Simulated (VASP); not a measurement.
# La3AlN (Pm-3m) in VASP: notebook

La3AlN is run at these levels: LDA; tasks: single point.

All numbers are computed with VASP 6.6.1; they aren't measurements. Logs are shortened: lines on timing, memory, paths and dates and some standing lists are left out, and cuts for length are marked.

## Step 1: The cell of the first run

It takes space group Pm-3m (No. 221, cubic). Conventional cell: a = 5.140 Å, b = 5.140 Å, c = 5.140 Å, α = 90.00°, β = 90.00°, γ = 90.00°. La (site symmetry 4/mmm) has 2 N at 2.57 Å within 3.4 Å. Al (site symmetry m-3m) has 12 La at 3.63 Å and 8 N at 4.45 Å within 4.8 Å. Within 3.4 Å of N (site symmetry m-3m) lie 6 La at 2.57 Å.

## Step 2: Single point, LDA

The input, INCAR:

```
SYSTEM = La3AlN
ALGO = Normal
EDIFF = 1E-6
ENCUT = 520
GGA = CA
ISIF = 2
ISMEAR = 0
LASPH = .True.
LCHARG = .False.
LREAL = .False.
LWAVE = .False.
NBANDS = 28
NELM = 100
PREC = Accurate
SIGMA = 0.1
```

The input, KPOINTS:

```
k-points
0
Gamma
  5 5 5
  0 0 0
```

The input, POSCAR:

```
La3AlN
1.0
    5.1396481585      0.0000000000      0.0000000000
    0.0000000000      5.1396481585      0.0000000000
    0.0000000000      0.0000000000      5.1396481585
La Al N
3 1 1
Direct
    0.5000000000      0.5000000000      0.0000000000
    0.0000000000      0.5000000000      0.5000000000
    0.5000000000      0.0000000000      0.5000000000
    0.0000000000      0.0000000000      0.0000000000
    0.5000000000      0.5000000000      0.5000000000
```

Potentials or basis: VASP PAW LDA potentials, release 64 (La, Al, N).

On the command line:

```sh
$ cat potpaw_LDA.64/La/POTCAR potpaw_LDA.64/Al/POTCAR potpaw_LDA.64/N/POTCAR > POTCAR
$ mpirun -np 1 vasp_std > vasp.out
```

OUTCAR:

```text
SYSTEM = La3AlN
   EDIFF = 1E-6
   ENCUT = 520
   GGA = CA
   ISIF = 2
   ISMEAR = 0
   LASPH = .True.
   LREAL = .False.
   NELM = 100
   PREC = Accurate

 ion  position               nearest neighbor table
   1  0.500  0.500  0.000-   5 2.57   5 2.57   2 3.63   2 3.63   3 3.63   3 3.63   3 3.63   3 3.63
                             2 3.63   2 3.63
   2  0.000  0.500  0.500-   5 2.57   5 2.57   1 3.63   1 3.63   3 3.63   1 3.63   3 3.63   3 3.63
                             1 3.63   3 3.63
   3  0.500  0.000  0.500-   5 2.57   5 2.57   1 3.63   1 3.63   1 3.63   2 3.63   2 3.63   1 3.63
                             2 3.63   2 3.63
   4  0.000  0.000  0.000-
   5  0.500  0.500  0.500-   1 2.57   2 2.57   3 2.57   1 2.57   3 2.57   2 2.57

  LATTYP: Found a simple cubic cell.
 ALAT       =     5.1396481585

  Lattice vectors:

 A1 = (   5.1396481585,   0.0000000000,   0.0000000000)
 A2 = (   0.0000000000,   5.1396481585,   0.0000000000)
 A3 = (   0.0000000000,   0.0000000000,   5.1396481585)

Analysis of symmetry for initial positions (statically):
=====================================================================
 Subroutine PRICEL returns:
 Original cell was already a primitive cell.

 Routine SETGRP: Setting up the symmetry group for a
 simple cubic supercell.

 Subroutine GETGRP returns: Found 48 space group operations
 (whereof 48 operations were pure point group operations)
 out of a pool of 48 trial point group operations.

The static configuration has the point symmetry O_h .

Analysis of symmetry for dynamics (positions and initial velocities):
=====================================================================
 Subroutine PRICEL returns:
 Original cell was already a primitive cell.

 Routine SETGRP: Setting up the symmetry group for a
 simple cubic supercell.

 Subroutine GETGRP returns: Found 48 space group operations
 (whereof 48 operations were pure point group operations)
 out of a pool of 48 trial point group operations.

The dynamic configuration has the point symmetry O_h .

 Subroutine INISYM returns: Found 48 space group operations
 (whereof 48 operations are pure point group operations),
 and found     1 'primitive' translations

[... 83 lines left out ...]
   ENCUT  =  520.0 eV  38.22 Ry    6.18 a.u.   9.56  9.56  9.56*2*pi/ulx,y,z
   NELM   =    100;   NELMIN=  2; NELMDL= -5     # of ELM steps
   EDIFF  = 0.1E-05   stopping-criterion for ELM
   LREAL  =      F    real-space projection
   EDIFFG = 0.1E-04   stopping-criterion for IOM
   NSW    =      0    number of steps for IOM
   IBRION =     -1    ionic relax: 0-MD 1-quasi-New 2-CG
   NFREE  =      0    steps in history (QN), initial steepest desc. (CG)
   ISIF   =      2    stress and relaxation
   ISYM   =      2    0-nonsym 1-usesym 2-fastsym
   POTIM  = 0.5000    time-step for ionic-motion
   TEBEG  =    0.0;   TEEND  =   0.0 temperature during run
   PSTRESS=    0.0 pullay stress
   NELECT =      41.0000    total number of electrons
   NUPDOWN=      -1.0000    fix difference up-down
   EMIN   =  10.00;   EMAX   =-10.00  energy-range for DOS
   EFERMI =   0.00;   METHOD = LEGACY
   ISMEAR =     0;   SIGMA  =   0.10  broadening in eV -4-tet -1-fermi 0-gaus
   EFERMI_NEDOS =   21; number of points for ismear=-14 and -15
   IALGO  =     38    algorithm
   IMIX   =      4    mixing-type and parameters
     AMIX     =   0.40;   BMIX     =  1.00
     AMIX_MAG =   1.60;   BMIX_MAG =  1.00
  volume/ion in A,a.u.               =      27.15       183.24
  Fermi-wavevector in a.u.,A,eV,Ry     =   1.098338  2.075558 16.413343  1.206347
  Thomas-Fermi vector in A             =   2.234714
   LORBIT       =      0    0 simple, 1 ext, 2 COOP (PROOUT), +10 PAW based schemes
   GGA     = CA    functional components
   LHFCALC =     F    Hartree Fock is set to
   AEXX    =    0.0000 exact exchange contribution
   IVDW    =     0    specifies the selected vdW correction
   LEPSILON=     F    determine dielectric tensor
   LRPA    =     F    only Hartree local field effects (RPA)
 non-spin polarized calculation
 Gauss-broadening in eV      SIGMA  =   0.10
  energy-cutoff  :      520.00
  volume of cell :      135.77
 maximum number of plane-waves:      3743
 NGX is ok and might be reduce to    40
   NGX = 19   NGY = 19   NGZ = 19

 number of electron      41.0000001 magnetization

 Free energy of the ion-electron system (eV)
  ---------------------------------------------------
  ext. energy  EPLUGINS =         0.00000000
  ---------------------------------------------------
  free energy    TOTEN  =       -33.80159043 eV

  energy without entropy =      -33.78036327  energy(sigma->0) =      -33.79097685

 E-fermi :   7.1952     XC(G=0):  -9.9292

 val. band max:        7.1573143600   @ k =   0.4000   0.4000   0.4000
 cond. band min:       7.2117208445   @ k =   0.4000   0.2000   0.0000
 fundamental gap:      0.0544064844
 Fermi energy:         7.1952370253

 k-point     1 :       0.0000    0.0000    0.0000
  band No.  band energies     occupation
      1     -25.3535      2.00000
      2     -25.0528      2.00000
      3     -25.0528      2.00000
      4      -9.6933      2.00000
      5      -9.6933      2.00000
      6      -9.6933      2.00000
[... 299 lines left out ...]
     27       8.9810      0.00000
     28       9.0768      0.00000

------------------------ aborting loop because EDIFF is reached ----------------------------------------

  FORCE on cell =-STRESS in cart. coord.  units (eV):
  Direction    XX          YY          ZZ          XY          YZ          ZX
  --------------------------------------------------------------------------------------
  -------------------------------------------------------------------------------------
  Total       -4.8578194     -4.8578194     -4.8578194      0.0000000      0.0000000      0.0000000
  in kB      -57.3260187    -57.3260187    -57.3260187      0.0000000      0.0000000      0.0000000
  external PRESSURE =     -57.3260187 kB  Pullay stress =       0.0000000 kB

 VOLUME and BASIS-vectors are now :
 -----------------------------------------------------------------------------
  energy-cutoff  :      520.00
  volume of cell :      135.77
      direct lattice vectors                 reciprocal lattice vectors
     5.139648159  0.000000000  0.000000000     0.194565848  0.000000000  0.000000000
     0.000000000  5.139648159  0.000000000     0.000000000  0.194565848  0.000000000
     0.000000000  0.000000000  5.139648159     0.000000000  0.000000000  0.194565848

 POSITION                                       TOTAL-FORCE (eV/Angst)
 -----------------------------------------------------------------------------------
      2.56982      2.56982      0.00000         0.000000      0.000000      0.000000
      0.00000      2.56982      2.56982         0.000000      0.000000      0.000000
      2.56982      0.00000      2.56982         0.000000      0.000000      0.000000
      0.00000      0.00000      0.00000         0.000000      0.000000      0.000000
      2.56982      2.56982      2.56982         0.000000      0.000000      0.000000
 -----------------------------------------------------------------------------------
    total drift:                                0.000000     -0.000000     -0.000000

  FREE ENERGIE OF THE ION-ELECTRON SYSTEM (eV)
  ---------------------------------------------------
  free  energy   TOTEN  =       -33.8015904278 eV

  energy  without entropy=      -33.7803632654  energy(sigma->0) =      -33.79097685
```

stdout:

```text
POSCAR found type information on POSCAR LaAlN
 POSCAR found :  3 types and       5 ions
 scaLAPACK will be used
 LDA part: xc-table for (Slater(with rela. corr.)+CA(PZ))
 , standard interpolation
 POSCAR, INCAR and KPOINTS ok, starting setup
 FFT: planning ... GRIDC
 FFT: planning ... GRID_SOFT
 FFT: planning ... GRID
 WAVECAR not read
 entering main loop
```

Wall time 85 s (1 thread of Intel Xeon 8259CL, shared host); peak memory 0.22 GiB.

What came out:

* Free energy: -33.8016 eV
* Pressure: -5.7 GPa

Caveat: spin-orbit coupling is left out, which moves the levels of the heavy elements.

## Step 3: Single point, LDA

This run uses another cell than the first one, of 27.82 Å³/atom, 1.024 times its volume.

The input, INCAR:

```
SYSTEM = La3AlN
  ALGO = Normal
  EDIFF = 1E-6
  ENCUT = 520
  ISIF = 2
  ISMEAR = 0
  LASPH = .True.
  LCHARG = .False.
  LREAL = .False.
  LWAVE = .False.
  NBANDS = 28
  NELM = 100
  PREC = Accurate
  SIGMA = 0.1
```

KPOINTS is that of step 2.

POSCAR, as its differences from that of step 2:

```diff
@@ -2,5 +2,5 @@
 1.0
-    5.1396481585      0.0000000000      0.0000000000
-    0.0000000000      5.1396481585      0.0000000000
-    0.0000000000      0.0000000000      5.1396481585
+    5.1810987240      0.0000000000      0.0000000000
+    0.0000000000      5.1810987240      0.0000000000
+    0.0000000000      0.0000000000      5.1810987240
 La Al N
```

Potentials or basis: VASP PAW LDA potentials, release 64 (La, Al, N).

On the command line:

```sh
$ cat potpaw_LDA.64/La/POTCAR potpaw_LDA.64/Al/POTCAR potpaw_LDA.64/N/POTCAR > POTCAR
$ mpirun -np 1 vasp_std > vasp.out
```

Run time: 79 s. Hardware: 1 thread of Intel Xeon 8259CL, shared host; peak memory 0.22 GiB.

Results (log left out):

```yaml
Free_energy: -33.6709 eV
Pressure: -6.9 GPa
```

Levels at points of the mesh, in eV from the Fermi level:
```tsv
k point	band 17	band 18	band 19	band 20	band 21	band 22	band 23	band 24
(0.00, 0.00, 0.00)	-1.47	-0.85	-0.85	-0.74	-0.74	-0.74	0.82	0.82
```

Caveat: spin-orbit coupling is left out, which moves the levels of the heavy elements.
